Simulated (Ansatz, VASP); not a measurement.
# Bi3Te2S in VASP and in Ansatz

```xyz
6
Lattice="5.1965 0.0000 0.0000 -2.5982 4.5003 0.0000 0.0000 0.0000 10.5709" Properties=species:S:1:pos:R:3 pbc="T T T"
Bi    0.0000    3.0002    2.4862
Bi    2.5982    1.5001    8.5887
Bi    2.5982    1.5001    5.4771
Te    0.0000    0.0000    9.2283
Te    2.5982    1.5001    1.9701
S     0.0000    3.0002    5.1249
```

Alike in both runs: functional PBE; k mesh 12 × 12 × 4; occupations gaussian, width 0.1 eV; no spin polarisation.

Ansatz relaxed the structure, and its values are those at the end. VASP's run is a single point on that final structure, the one shown.

|  | VASP | Ansatz |
| --- | --- | --- |
| version | VASP 6.6.1 | Ansatz 0.2.0 |
| potentials or method | VASP PAW PBE potentials, release 64 (Bi_d, Te, S), cutoff 520 eV | scalar-relativistic, plane waves, PAW |
| valence electrons in the cell | 63 | 83 |

```csv
,VASP,Ansatz,Ansatz less VASP
gap on the k mesh at the Fermi level (eV),none,none,-
pressure (GPa),0.0,0.0,+0.03
```

A gap of «none» marks a metal or a gap that the smearing closes. VASP's potentials hold 63 valence electrons a cell and Ansatz's 83, so a difference there can come from the potentials and not from the codes.

Neither program's run includes spin-orbit coupling.
